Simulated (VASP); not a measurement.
Li2O:

```
Li O
1.0
     0.00000    2.31319    2.31319
     2.31319    0.00000    2.31319
     2.31319    2.31319    0.00000
Li O
2 1
Direct
  0.75000 0.75000 0.75000
  0.25000 0.25000 0.25000
  0.50000 0.50000 0.50000
```

This cell differs from its parent crystal: atoms taken out.

Base run:

| Property | Result |
| --- | --- |
| Program | VASP 6.6.1 |
| Functional | PBE |
| Potentials or basis | VASP PAW PBE potentials, release 64 (Li_sv, O) |
| Cutoff | 750 eV |
| k mesh | 8 × 8 × 8 |
| Occupations | gaussian, width 0.02 eV |
| Spin | no spin polarisation |

Its results: band gap on the k mesh 4.97 eV (least direct gap 5.23 eV); pressure -0.4 GPa.

Task: The run is repeated on the same cell with these changes: k mesh from 8 × 8 × 8, through Γ to 8 × 8 × 8, shifted; further incar settings from ALGO = Normal; EDIFF = 1e-06; NBANDS = 13 to ALGO = Normal; EDIFF = 1e-06; NBANDS = 13; ISYM = 0. What comes out?

Result: Band gap on the k mesh 5.14 eV (least direct gap 5.36 eV); pressure -0.4 GPa.

Caveats: a shifted mesh leaves out Γ, where band edges can lie (at least some runs).

A k mesh can miss the band edges.
